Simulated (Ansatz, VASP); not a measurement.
**Co in VASP and in Ansatz**

```
CELL_PARAMETERS angstrom
2.51853 0.00000 0.00000
-1.25926 2.18111 0.00000
0.00000 0.00000 8.17168
ATOMIC_POSITIONS crystal
Co 0.00000 0.00000 0.00000
Co 0.00000 0.00000 0.50000
Co 0.33333 0.66667 0.25000
Co 0.66667 0.33333 0.75000
```

Alike in both runs: task single point; functional RPBE; k mesh 19 × 19 × 5; occupations fermi-dirac, width 0.05 eV; collinear spin.

|  | VASP | Ansatz |
| --- | --- | --- |
| version | VASP 6.6.1 | Ansatz 0.2.0 |
| potentials or method | VASP PAW PBE potentials, release 64 (Co), cutoff 520 eV | plane waves (420 eV) with PAW, scalar-relativistic |
| valence electrons in the cell | 36 | 68 |

|  | VASP | Ansatz | Ansatz less VASP |
| --- | --- | --- | --- |
| net moment per atom (μB) | 1.66 | 1.67 | +0.011 |
| size of the moment on the site where the two differ most (μB) | 1.70 | 1.76 | +0.066 |

VASP's potentials were made for PBE, not for RPBE. Site moments also hang on the region over which each program counts them. VASP's potentials hold 36 valence electrons a cell and Ansatz's 68, so a difference there can come from the potentials and not from the codes.
